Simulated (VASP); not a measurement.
# SrTe (Fm-3m) in VASP: single point with PBE

Aim: the single point of SrTe with PBE.

Everything below comes from runs of VASP 6.6.1. Logs are shortened: lines on timing, memory, paths and dates and some standing lists are left out, and cuts for length are marked.

## 1. The cell of the first run

The structure is cubic, space group Fm-3m (No. 225). The conventional cell has a = 6.719 Å, b = 6.719 Å, c = 6.719 Å, α = 90.00°, β = 90.00°, γ = 90.00°. Sr (site symmetry m-3m) has 6 Te at 3.36 Å within 4.4 Å. Te (site symmetry m-3m) has 6 Sr at 3.36 Å within 4.4 Å.

## 2. Single point, PBE

INCAR

```
PREC     = Accurate       # precision mode
ENCUT    = 500            # plane-wave cutoff, eV
EDIFF    = 1E-6           # SCF threshold, eV
ISMEAR   = 0              # smearing method
SIGMA    = 0.01           # smearing width, eV
LREAL    = False          # projectors in reciprocal space
LASPH    = True           # aspherical terms in the spheres
NELM     = 120            # most SCF steps
ALGO     = Normal         # electronic algorithm
ISIF     = 2              # what is computed and relaxed
LWAVE    = False          # write WAVECAR
LCHARG   = False          # write CHGCAR
GGA      = PE             # functional
NBANDS   = 15             # bands
GGA_COMPAT= False
```

KPOINTS

```
regular mesh
0
Gamma
  4 4 4
```

POSCAR

```
SrTe
1.0
    0.0000000000      3.3596447114      3.3596447114
    3.3596447114      0.0000000000      3.3596447114
    3.3596447114      3.3596447114      0.0000000000
Sr Te
1 1
Direct
    0.0000000000      0.0000000000      0.0000000000
    0.5000000000      0.5000000000      0.5000000000
```

Potentials or basis: VASP PAW PBE potentials, release 64 (Sr_sv, Te).

The run is started by

```bash
cat potpaw_PBE.64/Sr_sv/POTCAR potpaw_PBE.64/Te/POTCAR > POTCAR
mpirun -np 1 vasp_std > vasp.out
```

OUTCAR:

```text
PREC = Accurate
   ENCUT = 500
   EDIFF = 1E-6
   ISMEAR = 0
   LREAL = False
   LASPH = True
   NELM = 120
   ISIF = 2
   GGA = PE

 ion  position               nearest neighbor table
   1  0.000  0.000  0.000-   2 3.36   2 3.36   2 3.36   2 3.36   2 3.36   2 3.36
   2  0.500  0.500  0.500-   1 3.36   1 3.36   1 3.36   1 3.36   1 3.36   1 3.36

  LATTYP: Found a face centered cubic cell.
 ALAT       =     6.7192894228

  Lattice vectors:

 A1 = (   0.0000000000,   3.3596447114,   3.3596447114)
 A2 = (   3.3596447114,   0.0000000000,   3.3596447114)
 A3 = (   3.3596447114,   3.3596447114,   0.0000000000)

Analysis of symmetry for initial positions (statically):
=====================================================================
 Subroutine PRICEL returns:
 Original cell was already a primitive cell.

 Routine SETGRP: Setting up the symmetry group for a
 face centered cubic supercell.

 Subroutine GETGRP returns: Found 48 space group operations
 (whereof 48 operations were pure point group operations)
 out of a pool of 48 trial point group operations.

The static configuration has the point symmetry O_h .

Analysis of symmetry for dynamics (positions and initial velocities):
=====================================================================
 Subroutine PRICEL returns:
 Original cell was already a primitive cell.

 Routine SETGRP: Setting up the symmetry group for a
 face centered cubic supercell.

 Subroutine GETGRP returns: Found 48 space group operations
 (whereof 48 operations were pure point group operations)
 out of a pool of 48 trial point group operations.

The dynamic configuration has the point symmetry O_h .

 Subroutine INISYM returns: Found 48 space group operations
 (whereof 48 operations are pure point group operations),
 and found     1 'primitive' translations

----------------------------------------------------------------------------------------

                                     Primitive cell

  volume of cell :      75.8420

  direct lattice vectors                    reciprocal lattice vectors
     0.000000000  3.359644711  3.359644711    -0.148825261  0.148825261  0.148825261
     3.359644711  0.000000000  3.359644711     0.148825261 -0.148825261  0.148825261
     3.359644711  3.359644711  0.000000000     0.148825261  0.148825261 -0.148825261

  length of vectors
     4.751255116  4.751255116  4.751255116     0.257772913  0.257772913  0.257772913

  position of ions in fractional coordinates (direct lattice)
     0.000000000  0.000000000  0.000000000
     0.500000000  0.500000000  0.500000000

  ion indices of the primitive-cell ions
   primitive index   ion index
                 1           1
                 2           2

----------------------------------------------------------------------------------------

 KPOINTS: regular mesh

Automatic generation of k-mesh.
 Grid dimensions read from file:
 generate k-points for:    4    4    4

 Generating k-lattice:

  Cartesian coordinates                     Fractional coordinates (reciprocal lattice)
    -0.037206315  0.037206315  0.037206315     0.250000000  0.000000000  0.000000000
     0.037206315 -0.037206315  0.037206315     0.000000000  0.250000000  0.000000000
     0.037206315  0.037206315 -0.037206315     0.000000000  0.000000000  0.250000000

  Length of vectors
     0.064443228  0.064443228  0.064443228

  Shift w.r.t. Gamma in fractional coordinates (k-lattice)
     0.000000000  0.000000000  0.000000000

 Subroutine IBZKPT returns following result:
 ===========================================

 Found      8 irreducible k-points:

 Following reciprocal coordinates:
            Coordinates               Weight
  0.000000  0.000000  0.000000      1.000000
  0.250000  0.000000  0.000000      8.000000
  0.500000  0.000000  0.000000      4.000000
  0.250000  0.250000  0.000000      6.000000
  0.500000  0.250000  0.000000     24.000000
 -0.250000  0.250000  0.000000     12.000000
  0.500000  0.500000  0.000000      3.000000
 -0.250000  0.500000  0.250000      6.000000
   k-points           NKPTS =      8   k-points in BZ     NKDIM =      8   number of bands    NBANDS=     15
   number of dos      NEDOS =    301   number of ions     NIONS =      2
   total plane-waves  NPLWV =  46656
   dimension x,y,z NGX =    36 NGY =   36 NGZ =   36
   dimension x,y,z NGXF=    72 NGYF=   72 NGZF=   72
   ions per type =               1   1
   NGX,Y,Z   is equivalent  to a cutoff of  12.60, 12.60, 12.60 a.u.
   NGXF,Y,Z  is equivalent  to a cutoff of  25.19, 25.19, 25.19 a.u.
 SYSTEM =  unknown system
   PREC   = accura    normal or accurate (medium, high low for compatibility)
   ISTART =      0    job   : 0-new  1-cont  2-samecut
   ICHARG =      2    charge: 1-file 2-atom 10-const
   ISPIN  =      1    spin polarized calculation?
   LNONCOLLINEAR =      F non collinear calculations
   LSORBIT =      F    spin-orbit coupling
   LASPH  =      T    aspherical Exc in radial PAW
   ENCUT  =  500.0 eV  36.75 Ry    6.06 a.u.   8.66  8.66  8.66*2*pi/ulx,y,z
   NELM   =    120;   NELMIN=  2; NELMDL= -5     # of ELM steps
   EDIFF  = 0.1E-05   stopping-criterion for ELM
   LREAL  =      F    real-space projection
[... 7 lines left out ...]
   TEBEG  =    0.0;   TEEND  =   0.0 temperature during run
   PSTRESS=    0.0 pullay stress
   NELECT =      16.0000    total number of electrons
   NUPDOWN=      -1.0000    fix difference up-down
   EMIN   =  10.00;   EMAX   =-10.00  energy-range for DOS
   EFERMI =   0.00;   METHOD = LEGACY
   ISMEAR =     0;   SIGMA  =   0.01  broadening in eV -4-tet -1-fermi 0-gaus
   EFERMI_NEDOS =   21; number of points for ismear=-14 and -15
   IALGO  =     38    algorithm
   IMIX   =      4    mixing-type and parameters
     AMIX     =   0.40;   BMIX     =  1.00
     AMIX_MAG =   1.60;   BMIX_MAG =  1.00
  volume/ion in A,a.u.               =      37.92       255.90
  Fermi-wavevector in a.u.,A,eV,Ry     =   0.974566  1.841664 12.922539  0.949780
  Thomas-Fermi vector in A             =   2.105037
   LORBIT       =      0    0 simple, 1 ext, 2 COOP (PROOUT), +10 PAW based schemes
   GGA     = PE    functional components
   LHFCALC =     F    Hartree Fock is set to
   AEXX    =    0.0000 exact exchange contribution
   IVDW    =     0    specifies the selected vdW correction
   LEPSILON=     F    determine dielectric tensor
   LRPA    =     F    only Hartree local field effects (RPA)
 non-spin polarized calculation
 Gauss-broadening in eV      SIGMA  =   0.01
  energy-cutoff  :      500.00
  volume of cell :       75.84
 maximum number of plane-waves:      1964
 NGX is ok and might be reduce to    36
   NGX = 17   NGY = 17   NGZ = 17

 number of electron      16.0000000 magnetization

 Free energy of the ion-electron system (eV)
  ---------------------------------------------------
  ext. energy  EPLUGINS =         0.00000000
  ---------------------------------------------------
  free energy    TOTEN  =        -8.25519432 eV

  energy without entropy =       -8.25519432  energy(sigma->0) =       -8.25519432

 E-fermi :   2.7386     XC(G=0):  -8.4080

 val. band max:        2.6759962148   @ k =   0.0000   0.0000   0.0000
 cond. band min:       4.4297126763   @ k =   0.5000   0.5000   0.0000
 fundamental gap:      1.7537164614
 Fermi energy:         2.7386368045

 k-point     1 :       0.0000    0.0000    0.0000
  band No.  band energies     occupation
      1     -32.0873      2.00000
      2     -14.0716      2.00000
      3     -14.0716      2.00000
      4     -14.0716      2.00000
      5      -7.2205      2.00000
      6       2.6760      2.00000
      7       2.6760      2.00000
      8       2.6760      2.00000
      9       5.4107      0.00000
     10       5.9608      0.00000
     11       5.9608      0.00000
     12       5.9608      0.00000
     13       6.5794      0.00000
     14       6.5794      0.00000
     15      10.1679      0.00000

 k-point     2 :       0.2500    0.0000    0.0000
  band No.  band energies     occupation
      1     -32.0854      2.00000
      2     -14.1282      2.00000
      3     -14.0743      2.00000
      4     -14.0743      2.00000
      5      -6.9405      2.00000
      6       0.9833      2.00000
      7       2.0538      2.00000
      8       2.0538      2.00000
      9       5.8873      0.00000
     10       6.6764      0.00000
     11       6.6764      0.00000
     12       7.7089      0.00000
     13       7.9731      0.00000
     14       7.9731      0.00000
     15      10.8772      0.00000

 k-point     3 :       0.5000    0.0000    0.0000
  band No.  band energies     occupation
      1     -32.0836      2.00000
      2     -14.1829      2.00000
      3     -14.0770      2.00000
      4     -14.0770      2.00000
      5      -6.6289      2.00000
      6      -0.0775      2.00000
      7       1.6157      2.00000
      8       1.6157      2.00000
      9       6.5181      0.00000
     10       7.7790      0.00000
     11       7.9599      0.00000
     12       7.9599      0.00000
     13       9.2911      0.00000
     14       9.2911      0.00000
     15      10.3778      0.00000

 k-point     4 :       0.2500    0.2500    0.0000
  band No.  band energies     occupation
      1     -32.0848      2.00000
      2     -14.1172      2.00000
      3     -14.0869      2.00000
      4     -14.0869      2.00000
      5      -6.9262      2.00000
      6       0.8914      2.00000
      7       2.1908      2.00000
      8       2.1908      2.00000
      9       5.0316      0.00000
     10       6.4643      0.00000
     11       6.9678      0.00000
     12       7.6637      0.00000
     13       7.6637      0.00000
     14       9.7323      0.00000
     15      10.6135      0.00000

 k-point     5 :       0.5000    0.2500    0.0000
  band No.  band energies     occupation
      1     -32.0829      2.00000
      2     -14.1528      2.00000
      3     -14.1025      2.00000
      4     -14.0897      2.00000
      5      -6.7122      2.00000
      6       0.5090      2.00000
      7       1.3734      2.00000
      8       1.7749      2.00000
      9       5.6145      0.00000
     10       7.8771      0.00000
     11       8.0158      0.00000
     12       8.1553      0.00000
     13       8.3412      0.00000
     14       8.6332      0.00000
     15      10.3805      0.00000

 k-point     6 :      -0.2500    0.2500    0.0000
  band No.  band energies     occupation
      1     -32.0836      2.00000
      2     -14.1484      2.00000
      3     -14.1057      2.00000
      4     -14.0771      2.00000
      5      -6.7239      2.00000
      6       0.4404      2.00000
      7       1.5008      2.00000
      8       1.6711      2.00000
      9       6.9191      0.00000
     10       7.1411      0.00000
     11       7.1765      0.00000
     12       7.5473      0.00000
     13       8.2989      0.00000
     14      10.3387      0.00000
     15      10.5453      0.00000

 k-point     7 :       0.5000    0.5000    0.0000
  band No.  band energies     occupation
      1     -32.0823      2.00000
      2     -14.1475      2.00000
      3     -14.1024      2.00000
      4     -14.1024      2.00000
      5      -6.7928      2.00000
      6       0.7425      2.00000
      7       1.9515      2.00000
      8       1.9515      2.00000
      9       4.4297      0.00000
     10       6.4838      0.00000
     11       7.4527      0.00000
     12       8.6566      0.00000
     13       8.7418      0.00000
     14       8.7418      0.00000
     15      11.1613      0.00000

 k-point     8 :      -0.2500    0.5000    0.2500
  band No.  band energies     occupation
      1     -32.0823      2.00000
      2     -14.1248      2.00000
      3     -14.1248      2.00000
      4     -14.1093      2.00000
      5      -6.7013      2.00000
      6       1.1429      2.00000
      7       1.1429      2.00000
      8       1.2071      2.00000
      9       6.5895      0.00000
     10       6.5895      0.00000
     11       7.0746      0.00000
     12       8.2919      0.00000
     13       8.7519      0.00000
     14      10.1731      0.00000
     15      10.7456      0.00000

------------------------ aborting loop because EDIFF is reached ----------------------------------------

  FORCE on cell =-STRESS in cart. coord.  units (eV):
  Direction    XX          YY          ZZ          XY          YZ          ZX
  --------------------------------------------------------------------------------------
  -------------------------------------------------------------------------------------
  Total        0.0703148      0.0703148      0.0703148     -0.0000000     -0.0000000     -0.0000000
  in kB        1.4854124      1.4854124      1.4854124     -0.0000000     -0.0000000     -0.0000000
  external PRESSURE =       1.4854124 kB  Pullay stress =       0.0000000 kB

 VOLUME and BASIS-vectors are now :
 -----------------------------------------------------------------------------
  energy-cutoff  :      500.00
  volume of cell :       75.84
      direct lattice vectors                 reciprocal lattice vectors
     0.000000000  3.359644711  3.359644711    -0.148825261  0.148825261  0.148825261
     3.359644711  0.000000000  3.359644711     0.148825261 -0.148825261  0.148825261
     3.359644711  3.359644711  0.000000000     0.148825261  0.148825261 -0.148825261

 POSITION                                       TOTAL-FORCE (eV/Angst)
 -----------------------------------------------------------------------------------
      0.00000      0.00000      0.00000         0.000000      0.000000     -0.000000
      3.35964      3.35964      3.35964         0.000000      0.000000      0.000000
 -----------------------------------------------------------------------------------
    total drift:                                0.000000      0.000000      0.000000

  FREE ENERGIE OF THE ION-ELECTRON SYSTEM (eV)
  ---------------------------------------------------
  free  energy   TOTEN  =        -8.2551943214 eV

  energy  without entropy=       -8.2551943214  energy(sigma->0) =       -8.25519432
```

Wall time 22 s (1 thread of Intel Xeon 8259CL, shared host); peak memory 0.2 GiB.

Results:

| Item | Value |
| --- | --- |
| Free energy | -8.2552 eV |
| Pressure | 0.1 GPa |
| Band gap on the k mesh | 1.75 eV (least direct gap 2.48 eV) |

Caveat: spin-orbit coupling is left out, which moves the levels of the heavy elements. A k mesh can miss the band edges.
